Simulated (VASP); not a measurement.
Here is a VASP 6.6.1 calculation.

The input POSCAR:

```
In2Sb
1.0
    0.0000000000      3.6926253593      3.6926253593
    3.6926253593      0.0000000000      3.6926253593
    3.6926253593      3.6926253593      0.0000000000
In Sb
2 1
Direct
    0.2500000000      0.2500000000      0.2500000000
    0.7500000000      0.7500000000      0.7500000000
    0.0000000000      0.0000000000      0.0000000000
```

INCAR.step1

```
ALGO = Normal
EDIFF = 1E-4
ENCUT = 520
GGA = PE
ISMEAR = 0
LASPH = True
LCHARG = False
LREAL = False
LWAVE = True
NBANDS = 22
NELM = 60
PREC = Accurate
SIGMA = 0.1
```

INCAR.step2

```
ALGO = Normal
EDIFF = 1E-6
ENCUT = 520
ISIF = 2
ISMEAR = 0
ISTART = 1
LASPH = True
LCHARG = False
LMIXTAU = True
LREAL = False
LWAVE = False
METAGGA = R2SCAN
NBANDS = 22
NELM = 60
PREC = Accurate
SIGMA = 0.1
```

File KPOINTS:

```
k-points
0
Gamma
  4 4 4
```

Potentials or basis: VASP PAW PBE potentials, release 64 (In_d, Sb).

The run is started by

```console
$ cat potpaw_PBE.64/In_d/POTCAR potpaw_PBE.64/Sb/POTCAR > POTCAR
$ cp INCAR.step1 INCAR
$ mpirun -np 1 vasp_std > vasp.out
$ cp INCAR.step2 INCAR
$ mpirun -np 1 vasp_std > vasp.out
```

**Question.** Predict the band gap on the k mesh.

**Answer.** Zero (an odd number of electrons rules out a gap without spin polarisation).

**Question.** Predict the pressure.

**Answer.** -0.1 GPa.

Caveat: the k points lie up to 0.37 Å⁻¹ apart, too coarse for converged energies and pressures of a metal; the PAW data sets were made with another functional, which shifts forces and pressure a little; spin-orbit coupling is left out, which moves the levels of the heavy elements.
